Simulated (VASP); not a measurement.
Write the native input for VASP 6.6.1 that does the following.

```
Task                   : single point
Functional             : PBE
Potentials or basis    : VASP PAW PBE potentials, release 64 (Y_sv, Si, O)
Cutoff                 : 520 eV
k mesh                 : 6 × 6 × 4
Occupations            : gaussian, width 0.1 eV
Spin                   : no spin polarisation
Dipole correction      : no
Further INCAR settings : ALGO = Normal; EDIFF = 1e-07; NBANDS = 29
```

The structure of Y2Si3O lies in POSCAR:

```
Y2Si3O
1.0
    4.9847627226      0.0000000000      0.0000000000
   -2.4923813613      4.3169311496      0.0000000000
    0.0000000000      0.0000000000      5.2555516410
Y Si O
2 3 1
Direct
    0.3333333333      0.6666666667      0.0000000000
    0.6666666667      0.3333333333      0.0000000000
    0.5000000000      0.0000000000      0.5000000000
    0.0000000000      0.5000000000      0.5000000000
    0.5000000000      0.5000000000      0.5000000000
    0.0000000000      0.0000000000      0.0000000000
```

These files were run (other wordings do the same):

INCAR

```
SYSTEM = Y2Si3O
  PREC = Accurate
  ENCUT = 520
  EDIFF = 1E-7
  ISMEAR = 0
  SIGMA = 0.1
  LREAL = .False.
  LASPH = .True.
  NELM = 60
  ALGO = Normal
  ISIF = 2
  LWAVE = .False.
  LCHARG = .False.
  GGA = PE
  NBANDS = 29
```

KPOINTS

```
regular mesh
0
Gamma
  6 6 4
  0 0 0
```

Potentials or basis: VASP PAW PBE potentials, release 64 (Y_sv, Si, O).

Launch:

```console
$ cat potpaw_PBE.64/Y_sv/POTCAR potpaw_PBE.64/Si/POTCAR potpaw_PBE.64/O/POTCAR > POTCAR
$ mpirun -np 1 vasp_std > vasp.out
```

It gave:

The pressure is 0.0 GPa and the band gap on the k mesh is zero (band 20 reaches 5.64 eV, above the bottom of band 21 at 4.48 eV).

Wall time 120 s on 1 thread of Intel(R) Xeon(R) Platinum 8259CL CPU @ 2.50GHz (Skylake/Cascade Lake), with other jobs on the host, peak memory 0.27 GiB.
